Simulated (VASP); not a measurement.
Wanted: the native input for a VASP 6.6.1 run.

| Quantity | Value |
| --- | --- |
| Task | single point |
| Functional | PBE |
| Potentials or basis | VASP PAW PBE potentials, release 64 (Ge_d) |
| Cutoff | 520 eV |
| k mesh | 17 × 17 × 17 |
| Occupations | fermi-dirac, width 0.1 eV |
| Spin | no spin polarisation |
| Dipole correction | no |
| Further INCAR settings | ALGO = Normal; EDIFF = 1e-06; NBANDS = 21 |

The structure of Ge lies in POSCAR:

```
Ge
1.0
   -2.6003962924      2.6003962924      1.4278693722
    2.6003962924     -2.6003962924      1.4278693722
    2.6003962924      2.6003962924     -1.4278693722
Ge
2
Direct
   -0.3750000000     -0.1250000000     -0.2500000000
    0.3750000000      0.1250000000      0.2500000000
```

The input as run:

INCAR

```
SYSTEM = Ge
PREC = Accurate
ENCUT = 520
EDIFF = 1E-6
ISMEAR = -1
SIGMA = 0.1
LREAL = .FALSE.
LASPH = .TRUE.
NELM = 100
ALGO = Normal
ISIF = 2
LWAVE = .FALSE.
LCHARG = .FALSE.
GGA = PE
NBANDS = 21
```

KPOINTS

```
regular mesh
0
G
  17 17 17
  0 0 0
```

Potentials or basis: VASP PAW PBE potentials, release 64 (Ge_d).

Launch:

```bash
$ cat potpaw_PBE.64/Ge_d/POTCAR > POTCAR
$ mpirun -np 1 vasp_std > vasp.out
```

It gave:

```json
{
  "Pressure": "-0.1 GPa",
  "Band gap on the k mesh": "zero (bands 14 and 15 overlap by 4.88 eV)"
}
```

Wall time 5.4 min on 1 thread of Intel Xeon 8259CL, with other jobs on the host, peak memory 0.37 GiB.
